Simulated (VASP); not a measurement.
A run of VASP 6.6.1 is set up as follows.

Contents of POSCAR:

```
Sc
1.0
    1.6119980000      2.7920610000      0.0000000000
   -1.6119980000      2.7920610000      0.0000000000
    0.0000000000      0.0000000000      5.1104830000
Sc
2
Direct
    0.3333000000      0.3334000000      0.2500000000
    0.6666000000      0.6667000000      0.7500000000
```

The input INCAR.step1:

```
PREC = Accurate ; ENCUT = 520
ISMEAR = -1 ; SIGMA = 0.1
LREAL = F ; LASPH = T
NELM = 60 ; NBANDS = 18
GGA = PE ; ALGO = Normal
EDIFF = 1E-4 ; LWAVE = T
LCHARG = F
```

Contents of INCAR.step2:

```
PREC = Accurate ; ENCUT = 520
EDIFF = 1E-6 ; ISMEAR = -1
SIGMA = 0.1 ; LREAL = F
LASPH = T ; NELM = 60
ALGO = Normal ; ISIF = 2
LWAVE = F ; LCHARG = F
METAGGA = R2SCAN ; LMIXTAU = T
NBANDS = 18 ; ISTART = 1
```

KPOINTS

```
Automatic mesh
0
Gamma
  12 12 7
```

Potentials or basis: VASP PAW PBE potentials, release 64 (Sc_sv).

Command:

```sh
$ cat potpaw_PBE.64/Sc_sv/POTCAR > POTCAR
$ cp INCAR.step1 INCAR
$ mpirun -np 1 vasp_std > vasp.out
$ cp INCAR.step2 INCAR
$ mpirun -np 1 vasp_std > vasp.out
```

Problem. Predict the band gap on the k mesh.

Solution. Zero (band 11 reaches 5.02 eV, above the bottom of band 12 at 3.59 eV).

Problem. What does it give for the pressure?

Solution. 5.5 GPa.

Stress tensor (GPa, compression positive):
```
6.05 0.00 0.00
0.00 6.05 0.00
0.00 0.00 4.44
```

Caveat: the PAW data sets were made with another functional, which shifts forces and pressure a little.
